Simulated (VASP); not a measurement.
# NaSrI3 (Pm-3m) in VASP: relaxation of cell and atoms with r2SCAN+rVV10

Aim: the relaxation of cell and atoms of NaSrI3 with r2SCAN+rVV10.

All numbers are computed with VASP 6.6.1; they aren't measurements. Logs are shortened: lines on timing, memory, paths and dates and some standing lists are left out, and cuts for length are marked.

## Step 1: The cell of the first run

Symmetry: Pm-3m, No. 221, cubic system. Conventional cell: a = 6.304 Å, b = 6.304 Å, c = 6.304 Å, α = 90.00°, β = 90.00°, γ = 90.00°. Na (site symmetry m-3m) has 12 I at 4.46 Å and 8 Sr at 5.46 Å within 5.8 Å. Sr (site symmetry m-3m) has 6 I at 3.15 Å within 4.1 Å. Within 4.1 Å of I (site symmetry 4/mmm) lie 2 Sr at 3.15 Å.

## Step 2: Relaxation of cell and atoms, r2SCAN+rVV10

POSCAR reads:

```
NaSrI3
1.0
    6.3036923482      0.0000000000      0.0000000000
    0.0000000000      6.3036923482      0.0000000000
    0.0000000000      0.0000000000      6.3036923482
Na Sr I
1 1 3
Direct
    0.0000000000      0.0000000000      0.0000000000
    0.5000000000      0.5000000000      0.5000000000
    0.5000000000      0.5000000000      0.0000000000
    0.5000000000      0.0000000000      0.5000000000
    0.0000000000      0.5000000000      0.5000000000
```

INCAR.step1 reads:

```
SYSTEM = NaSrI3
ALGO = Normal
EDIFF = 1E-4
ENCUT = 600
GGA = PE
ISMEAR = -1
LASPH = .True.
LCHARG = .False.
LREAL = .False.
LWAVE = .True.
NELM = 60
PREC = Accurate
SIGMA = 0.03
```

INCAR.step2 reads:

```
SYSTEM = NaSrI3
ALGO = Normal
BPARAM = 11.95
CPARAM = 0.0093
EDIFF = 1E-6
EDIFFG = -0.01
ENCUT = 600
IBRION = 2
ISIF = 3
ISMEAR = -1
ISTART = 1
IVDW_NL = 2
LASPH = .True.
LCHARG = .False.
LMIXTAU = .True.
LREAL = .False.
LUSE_VDW = .True.
LWAVE = .False.
METAGGA = R2SCAN
NELM = 60
NSW = 100
PREC = Accurate
SIGMA = 0.03
```

KPOINTS reads:

```
k-points
0
Gamma
  4 4 4
  0 0 0
```

Potentials or basis: VASP PAW PBE potentials, release 64 (Na_pv, Sr_sv, I).

Command:

```sh
cat potpaw_PBE.64/Na_pv/POTCAR potpaw_PBE.64/Sr_sv/POTCAR potpaw_PBE.64/I/POTCAR > POTCAR
cp INCAR.step1 INCAR
mpirun -np 1 vasp_std > vasp.out
cp INCAR.step2 INCAR
mpirun -np 1 vasp_std > vasp.out
```

OUTCAR:

```text
SYSTEM = NaSrI3
   BPARAM = 11.95
   EDIFF = 1E-6
   EDIFFG = -0.01
   ENCUT = 600
   IBRION = 2
   ISIF = 3
   ISMEAR = -1
   ISTART = 1
   IVDW_NL = 2
   LASPH = .True.
   LREAL = .False.
   METAGGA = R2SCAN
   NELM = 60
   NSW = 100
   PREC = Accurate

 ion  position               nearest neighbor table
   1  0.000  0.000  0.000-
   2  0.500  0.500  0.500-   3 3.15   4 3.15   5 3.15   3 3.15   4 3.15   5 3.15
   3  0.500  0.500  0.000-   2 3.15   2 3.15
   4  0.500  0.000  0.500-   2 3.15   2 3.15
   5  0.000  0.500  0.500-   2 3.15   2 3.15

  LATTYP: Found a simple cubic cell.
 ALAT       =     6.3036923482

  Lattice vectors:

 A1 = (   6.3036923482,   0.0000000000,   0.0000000000)
 A2 = (   0.0000000000,   6.3036923482,   0.0000000000)
 A3 = (   0.0000000000,   0.0000000000,   6.3036923482)

Analysis of symmetry for initial positions (statically):
=====================================================================
 Subroutine PRICEL returns:
 Original cell was already a primitive cell.

 Routine SETGRP: Setting up the symmetry group for a
 simple cubic supercell.

 Subroutine GETGRP returns: Found 48 space group operations
 (whereof 48 operations were pure point group operations)
 out of a pool of 48 trial point group operations.

The static configuration has the point symmetry O_h .

Analysis of symmetry for dynamics (positions and initial velocities):
=====================================================================
 Subroutine PRICEL returns:
 Original cell was already a primitive cell.

 Routine SETGRP: Setting up the symmetry group for a
 simple cubic supercell.

 Subroutine GETGRP returns: Found 48 space group operations
 (whereof 48 operations were pure point group operations)
 out of a pool of 48 trial point group operations.

The dynamic configuration has the point symmetry O_h .

 Subroutine INISYM returns: Found 48 space group operations
 (whereof 48 operations are pure point group operations),
 and found     1 'primitive' translations

----------------------------------------------------------------------------------------

                                     Primitive cell

  volume of cell :     250.4869

  direct lattice vectors                    reciprocal lattice vectors
     6.303692348  0.000000000  0.000000000     0.158637184  0.000000000  0.000000000
[... 65 lines left out ...]
   NGX,Y,Z   is equivalent  to a cutoff of  13.19, 13.19, 13.19 a.u.
   NGXF,Y,Z  is equivalent  to a cutoff of  26.37, 26.37, 26.37 a.u.
 SYSTEM =  NaSrI3
   PREC   = accura    normal or accurate (medium, high low for compatibility)
   ISTART =      1    job   : 0-new  1-cont  2-samecut
   ICHARG =      0    charge: 1-file 2-atom 10-const
   ISPIN  =      1    spin polarized calculation?
   LNONCOLLINEAR =      F non collinear calculations
   LSORBIT =      F    spin-orbit coupling
   LASPH  =      T    aspherical Exc in radial PAW
   ENCUT  =  600.0 eV  44.10 Ry    6.64 a.u.  12.59 12.59 12.59*2*pi/ulx,y,z
   NELM   =     60;   NELMIN=  2; NELMDL=  0     # of ELM steps
   EDIFF  = 0.1E-05   stopping-criterion for ELM
   LREAL  =      F    real-space projection
   EDIFFG = -.1E-01   stopping-criterion for IOM
   NSW    =    100    number of steps for IOM
   IBRION =      2    ionic relax: 0-MD 1-quasi-New 2-CG
   NFREE  =      1    steps in history (QN), initial steepest desc. (CG)
   ISIF   =      3    stress and relaxation
   ISYM   =      2    0-nonsym 1-usesym 2-fastsym
   POTIM  = 0.5000    time-step for ionic-motion
   TEBEG  =    0.0;   TEEND  =   0.0 temperature during run
   PSTRESS=    0.0 pullay stress
   NELECT =      38.0000    total number of electrons
   NUPDOWN=      -1.0000    fix difference up-down
   EMIN   =  10.00;   EMAX   =-10.00  energy-range for DOS
   EFERMI =   0.00;   METHOD = LEGACY
   ISMEAR =    -1;   SIGMA  =   0.03  broadening in eV -4-tet -1-fermi 0-gaus
   EFERMI_NEDOS =   21; number of points for ismear=-14 and -15
   IALGO  =     38    algorithm
   IMIX   =      4    mixing-type and parameters
     AMIX     =   0.40;   BMIX     =  1.00
     AMIX_MAG =   1.60;   BMIX_MAG =  1.00
  volume/ion in A,a.u.               =      50.10       338.07
  Fermi-wavevector in a.u.,A,eV,Ry     =   0.873121  1.649959 10.372265  0.762340
  Thomas-Fermi vector in A             =   1.992467
   LORBIT       =      0    0 simple, 1 ext, 2 COOP (PROOUT), +10 PAW based schemes
   METAGGA = R2SCAN    functional components
   LHFCALC =     F    Hartree Fock is set to
   AEXX    =    0.0000 exact exchange contribution
   IVDW_NL    =     2    kernel type
   BPARAM     =11.9500
   IVDW    =     0    specifies the selected vdW correction
   LEPSILON=     F    determine dielectric tensor
   LRPA    =     F    only Hartree local field effects (RPA)
 conjugate gradient relaxation of ions
 non-spin polarized calculation
  energy-cutoff  :      600.00
  volume of cell :      250.49
 maximum number of plane-waves:      8410
   NGX = 25   NGY = 25   NGZ = 25

--------------------------------------- Ionic step        1  -------------------------------------------

 number of electron      37.9999985 magnetization

 Free energy of the ion-electron system (eV)
  ---------------------------------------------------
  ext. energy  EPLUGINS =         0.00000000
  ---------------------------------------------------
  free energy    TOTEN  =       -98.54214343 eV

  energy without entropy =      -98.54214343  energy(sigma->0) =      -98.54214343

------------------------ aborting loop because EDIFF is reached ----------------------------------------

  FORCE on cell =-STRESS in cart. coord.  units (eV):
  Direction    XX          YY          ZZ          XY          YZ          ZX
  --------------------------------------------------------------------------------------
  -------------------------------------------------------------------------------------
  Total        0.5905335      0.5905335      0.5905335      0.0000000      0.0000000     -0.0000000
  in kB        3.7772013      3.7772013      3.7772013      0.0000000      0.0000000     -0.0000000
  external PRESSURE =       3.7772013 kB  Pullay stress =       0.0000000 kB
[... 65 lines left out ...]
--------------------------------------- Ionic step        3  -------------------------------------------

 number of electron      37.9999995 magnetization

 Free energy of the ion-electron system (eV)
  ---------------------------------------------------
  ext. energy  EPLUGINS =         0.00000000
  ---------------------------------------------------
  free energy    TOTEN  =       -98.54909639 eV

  energy without entropy =      -98.54909639  energy(sigma->0) =      -98.54909639

 E-fermi :   0.3341     XC(G=0):  -6.9698

 val. band max:       -0.4382677638   @ k =   0.5000   0.5000   0.5000
 cond. band min:       2.5098358279   @ k =   0.0000   0.0000   0.0000
 fundamental gap:      2.9481035917
 Fermi energy:         0.3340765255

 k-point     1 :       0.0000    0.0000    0.0000
  band No.  band energies     occupation
      1     -35.4709      2.00000
      2     -25.9626      2.00000
      3     -25.9626      2.00000
      4     -25.9626      2.00000
      5     -16.9229      2.00000
      6     -16.9229      2.00000
[... 281 lines left out ...]
  FREE ENERGIE OF THE ION-ELECTRON SYSTEM (eV)
  ---------------------------------------------------
  free  energy   TOTEN  =       -98.5490963912 eV

  energy  without entropy=      -98.5490963912  energy(sigma->0) =      -98.54909639

 reached required accuracy - stopping structural energy minimisation
```

OUTCAR.step1:

```text
SYSTEM = NaSrI3
   EDIFF = 1E-4
   ENCUT = 600
   GGA = PE
   ISMEAR = -1
   LASPH = .True.
[... 474 lines left out ...]
      3.15185      3.15185      0.00000         0.000000      0.000000      0.000000
      3.15185      0.00000      3.15185         0.000000      0.000000      0.000000
      0.00000      3.15185      3.15185         0.000000      0.000000      0.000000
 -----------------------------------------------------------------------------------
    total drift:                                0.000000     -0.000000      0.000000

  FREE ENERGIE OF THE ION-ELECTRON SYSTEM (eV)
  ---------------------------------------------------
  free  energy   TOTEN  =       -14.0660164446 eV

  energy  without entropy=      -14.0660164446  energy(sigma->0) =      -14.06601644
```

Wall time 11 min (1 thread of Intel Xeon 6975P-C (Granite Rapids), shared host); peak memory 0.87 GiB.

What came out:

```
Free energy                           : -98.5491 eV
Relaxed volume                        : 51.33 Å³/atom
Relaxed cell                          : a = 6.355 Å, b = 6.355 Å, c = 6.355 Å, α = 90.00°, β = 90.00°, γ = 90.00°
Space group after relaxing (to 0.1 Å) : Pm-3m (No. 221)
Energy gained by relaxing             : 1.4 meV/atom
Ionic steps                           : 3
Pressure after relaxing               : 0.0 GPa
Band gap on the k mesh                : 2.95 eV (least direct gap 3.24 eV)
```

Step by step:
| step | energy change (eV) | largest force (eV/Å) | pressure (GPa) | volume (Å³) |
| --- | --- | --- | --- | --- |
| 1 | 0.0000 | 0.0000 | 0.38 | 250.49 |
| 2 | -0.0064 | 0.0000 | 0.10 | 254.79 |
| 3 | -0.0070 | 0.0000 | -0.01 | 256.66 |

Final structure:
```cif
data_structure
_symmetry_space_group_name_H-M 'P 1'
_symmetry_Int_Tables_number 1
_cell_length_a 6.3551
_cell_length_b 6.3551
_cell_length_c 6.3551
_cell_angle_alpha 90.000
_cell_angle_beta 90.000
_cell_angle_gamma 90.000
_cell_volume 256.66
loop_
_atom_site_label
_atom_site_type_symbol
_atom_site_fract_x
_atom_site_fract_y
_atom_site_fract_z
_atom_site_occupancy
Na1 Na 0.00000 0.00000 0.00000 1
Sr1 Sr 0.50000 0.50000 0.50000 1
I1 I 0.50000 0.50000 0.00000 1
I2 I 0.50000 0.00000 0.50000 1
I3 I 0.00000 0.50000 0.50000 1
```

Caveat: the PAW data sets were made with another functional, which shifts forces and pressure a little; spin-orbit coupling is left out, which moves the levels of the heavy elements. A k mesh can miss the band edges.
